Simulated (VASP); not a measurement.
Write the native input for VASP 6.6.1 that does the following.

- Task: single point
- Functional: PBEsol
- Potentials or basis: VASP PAW PBE potentials, release 64 (Bi_d)
- Cutoff: 520 eV
- k mesh: 9 × 9 × 9
- Occupations: fermi-dirac, width 0.05 eV
- Spin: no spin polarisation
- Dipole correction: no
- Further INCAR settings: ALGO = Normal; EDIFF = 1e-07; NBANDS = 14

The structure of Bi lies in POSCAR:

```
Bi
1.0
   -1.9585853169      1.9585853169      1.9585853169
    1.9585853169     -1.9585853169      1.9585853169
    1.9585853169      1.9585853169     -1.9585853169
Bi
1
Direct
    0.0000000000      0.0000000000      0.0000000000
```

One way to write it, as run:

INCAR

```
SYSTEM = Bi
PREC = Accurate
ENCUT = 520
EDIFF = 1E-7
ISMEAR = -1
SIGMA = 0.05
LREAL = .FALSE.
LASPH = .TRUE.
NELM = 60
ALGO = Normal
ISIF = 2
LWAVE = .FALSE.
LCHARG = .FALSE.
GGA = PS
NBANDS = 14
```

KPOINTS

```
regular mesh
0
G
  9 9 9
  0 0 0
```

Potentials or basis: VASP PAW PBE potentials, release 64 (Bi_d).

Command:

```console
$ cat potpaw_PBE.64/Bi_d/POTCAR > POTCAR
$ mpirun -np 1 vasp_std > vasp.out
```

It gave:

| Quantity | Value |
| --- | --- |
| Pressure | -0.1 GPa |

Caveat: the PAW data sets were made with another functional, which shifts forces and pressure a little.

It took 7.9 s on 1 thread of AMD EPYC 9R45 96-Core Processor (Zen 5), on a shared host, peak memory 0.13 GiB.
